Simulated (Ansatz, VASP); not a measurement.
## SiNi3: VASP beside Ansatz

File INCAR:

```
SYSTEM = SiNi3
PREC = Accurate
ENCUT = 520
EDIFF = 1E-6
ISMEAR = 0
SIGMA = 0.15
LREAL = .FALSE.
LASPH = .TRUE.
NELM = 100
ALGO = Fast
ISIF = 2
LWAVE = .FALSE.
LCHARG = .TRUE.
GGA = PE
LELF = .TRUE.
LVHAR = .TRUE.
NBANDS = 25
```

Contents of KPOINTS:

```
Automatic mesh
0
G
  14 14 14
  0 0 0
```

POSCAR

```
SiNi3
1.0
    3.5062596291      0.0000000000      0.0000000000
    0.0000000000      3.5062596291      0.0000000000
    0.0000000000      0.0000000000      3.5062596291
Si Ni
1 3
Direct
    0.0000000000      0.0000000000      0.0000000000
    0.0000000000      0.6069515779      0.5000000000
    0.5000000000      0.1069515779      0.5000000000
    0.5000000000      0.6069515779      0.0000000000
```

Input for Ansatz:

```yaml
crystal:
  lattice:
    - [3.5062596291, 0.0, 0.0]
    - [0.0, 3.5062596291, 0.0]
    - [0.0, 0.0, 3.5062596291]
  atoms:
    - { symbol: Si, position: [0.0, 0.0, 0.0] }
    - { symbol: Ni, position: [0.0, 0.6069515779, 0.5] }
    - { symbol: Ni, position: [0.5, 0.1069515779, 0.5] }
    - { symbol: Ni, position: [0.5, 0.6069515779, 0.0] }
basis:
  ecutwfc: 420
kpoints:
  mp_grid: { grid: [14, 14, 14] }
hamiltonian:
  xc: pbe
scf:
  occupations: { method: gaussian, width: 0.15 }
output:
  forces: true
  stress: true
  eigenvalues: true
  write_density: true
  write_potential: true
  elf: true
  volumetric_format: npy
```

Change from the starting cell: all Ni atoms moved +0.375 Å, as atom 2 along Cartesian [0 1 0].

Alike in both runs: task single point; functional PBE; k mesh 14 × 14 × 14; occupations gaussian, width 0.15 eV; no spin polarisation.

```csv
,VASP,Ansatz
version,VASP 6.6.1,Ansatz 0.2.0
potentials or method,"VASP PAW PBE potentials, release 64 (Si, Ni), cutoff 520 eV","scalar-relativistic, plane waves, PAW"
valence electrons in the cell,34,58
```

Ansatz gave:

| Item | Value |
| --- | --- |
| gap on the k mesh at the Fermi level (eV) | none |
| pressure (GPa) | 7.2 |
| traceless stress, the component that is largest in VASP (GPa) | 1.00 |
| rms of the force components (eV/Å) | 0.887 |

Which values does VASP return?

gap on the k mesh at the Fermi level (eV): none; pressure (GPa): 7.3; traceless stress, the component that is largest in VASP (GPa): 0.95; rms of the force components (eV/Å): 0.896.

Atom by atom the forces differ by 0.009 eV/Å (rms over components). A gap of «none» marks a metal or a gap that the smearing closes. With one functional, cell and mesh, what is left measures potentials, basis and numerics. VASP's potentials hold 34 valence electrons a cell and Ansatz's 58, so a difference there can come from the potentials and not from the codes.
